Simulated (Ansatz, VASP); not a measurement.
## Two plane-wave programs on Ga2O3

Contents of INCAR:

```
  PREC = Accurate
  ENCUT = 600
  EDIFF = 1E-6
  ISMEAR = 0
  SIGMA = 0.01
  LREAL = F
  LASPH = T
  NELM = 120
  ALGO = Normal
  ISIF = 2
  LWAVE = F
  LCHARG = F
  GGA = PE
  NBANDS = 55
  GGA_COMPAT = F
```

File KPOINTS:

```
regular mesh
0
Gamma
  7 7 7
```

The input POSCAR:

```
Ga2O3
1.0
    2.5289754454      1.4601046710      4.5413080058
   -2.5289754454      1.4601046710      4.5413080058
    0.0000000000     -2.9202092914      4.5413080220
Ga O
4 6
Direct
    0.8556819676      0.8556819676      0.8556819683
    0.6443180316      0.6443180316      0.6443180321
    0.1443180318      0.1443180318      0.1443180319
    0.3556819679      0.3556819679      0.3556819682
    0.7499999997      0.4463101677      0.0536898323
    0.4463101677      0.0536898319      0.7500000000
    0.0536898320      0.7499999997      0.4463101680
    0.2499999998      0.5536898317      0.9463101680
    0.9463101675      0.2499999998      0.5536898322
    0.5536898318      0.9463101675      0.2500000003
```

Input for Ansatz:

```yaml
crystal:
  lattice:
    - [2.5289754454, 1.460104671, 4.5413080058]
    - [-2.5289754454, 1.460104671, 4.5413080058]
    - [0.0, -2.9202092914, 4.541308022]
  atoms:
    - { symbol: Ga, position: [0.8556819676, 0.8556819676, 0.8556819683] }
    - { symbol: Ga, position: [0.6443180316, 0.6443180316, 0.6443180321] }
    - { symbol: Ga, position: [0.1443180318, 0.1443180318, 0.1443180319] }
    - { symbol: Ga, position: [0.3556819679, 0.3556819679, 0.3556819682] }
    - { symbol: O, position: [0.7499999997, 0.4463101677, 0.0536898323] }
    - { symbol: O, position: [0.4463101677, 0.0536898319, 0.75] }
    - { symbol: O, position: [0.053689832, 0.7499999997, 0.446310168] }
    - { symbol: O, position: [0.2499999998, 0.5536898317, 0.946310168] }
    - { symbol: O, position: [0.9463101675, 0.2499999998, 0.5536898322] }
    - { symbol: O, position: [0.5536898318, 0.9463101675, 0.2500000003] }
basis:
  ecutwfc: 420.0
  ecutrho_ratio: 4
  xc_grid: 2
  precision: f64
hamiltonian:
  pseudopotentials: { kind: paw, azcp: { folder: soft_1 } }
scf:
  max_iter: 80
  self_checks: high
  occupations: { method: fixed }
kpoints:
  mp_grid: { grid: [7, 7, 7] }
  band_path: { path: [VBM, CBM], npoints: 1 }
checkpoint:
  write: "../edges.relax.run"
  compress: false
  write_wavefunctions: true
  write_every: 100000
```

Alike in both runs: task single point; functional PBE; k mesh 7 × 7 × 7; no spin polarisation.

|  | VASP | Ansatz |
| --- | --- | --- |
| version | VASP 6.6.1 | Ansatz 0.2.0 |
| potentials or method | VASP PAW PBE potentials, release 64 (Ga_d, O), cutoff 600 eV | plane-wave PAW DFT |
| occupations | gaussian, width 0.01 eV | fixed |
| valence electrons in the cell | 88 | 88 |

|  | VASP | Ansatz | Ansatz less VASP |
| --- | --- | --- | --- |
| gap on the k mesh at the Fermi level (eV) | 2.40 | 2.41 | +0.013 |
